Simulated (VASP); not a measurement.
Here is a VASP 6.6.1 calculation.

The input INCAR:

```
  PREC = Accurate
  ENCUT = 600
  EDIFF = 1E-7
  ISMEAR = 0
  SIGMA = 0.05
  LREAL = False
  LASPH = True
  NELM = 80
  ALGO = Fast
  ISIF = 4
  LWAVE = False
  LCHARG = False
  GGA = PS
  IBRION = 2
  NSW = 60
  EDIFFG = -0.01
```

Contents of KPOINTS:

```
Automatic mesh
0
Gamma
  18 18 10
```

Contents of POSCAR:

```
Hf
1.0
    2.8078844255      0.0000000000      0.0000000000
   -1.4039422128      2.4316992434      0.0000000000
    0.0000000000      0.0000000000      4.5559745930
Hf
2
Direct
    0.3333333333      0.6666666667      0.2500000000
    0.6666666667      0.3333333333      0.7500000000
```

Potentials or basis: VASP PAW PBE potentials, release 64 (Hf_pv).

The run is started by

```sh
$ cat potpaw_PBE.64/Hf_pv/POTCAR > POTCAR
$ mpirun -np 1 vasp_std > vasp.out
```

Estimate the band gap on the k mesh.

zero (bands 10 and 11 overlap by 1.81 eV).

Final structure:
```yaml
crystal:
  lattice:
    - [2.79736, 0.00000, 0.00000]
    - [-1.39868, 2.42258, 0.00000]
    - [0.00000, 0.00000, 4.59032]
  atoms:
    - { symbol: Hf, position: [0.33333, 0.66667, 0.25000] }
    - { symbol: Hf, position: [0.66667, 0.33333, 0.75000] }
```

Caveat: spin-orbit coupling is left out, which moves the levels of the heavy elements.
